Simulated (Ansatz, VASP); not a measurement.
Two plane-wave programs on Al

```
CELL_PARAMETERS angstrom
-1.60644 1.60644 -1.60644
-1.60644 -1.60644 1.60644
0.00000 6.60253 6.60253
ATOMIC_POSITIONS crystal
Al 0.00000 0.00000 0.85157
Al 0.50000 0.50000 0.12165
Al 0.00000 0.00000 0.36496
Al 0.50000 0.50000 0.60827
```

Alike in both runs: task single point; functional PBEsol; k mesh 22 × 22 × 7; occupations gaussian, width 0.15 eV; no spin polarisation.

|  | VASP | Ansatz |
| --- | --- | --- |
| version | VASP 6.6.1 | Ansatz 0.2.0 |
| potentials or method | VASP PAW PBE potentials, release 64 (Al), cutoff 520 eV | scalar-relativistic, plane waves, PAW |
| valence electrons in the cell | 12 | 12 |

|  | VASP | Ansatz | Ansatz less VASP |
| --- | --- | --- | --- |
| gap on the k mesh at the Fermi level (eV) | none | none | - |
| pressure (GPa) | -1.4 | -1.5 | -0.06 |
| traceless stress, the component that is largest in VASP (GPa) | -0.80 | -0.79 | +0.007 |
| rms of the force components (eV/Å) | 0.169 | 0.167 | -0.0011 |

VASP's potentials were made for PBE, not for PBEsol. Atom by atom the forces differ by 0.001 eV/Å (rms over components). A gap of «none» marks a metal or a gap that the smearing closes.
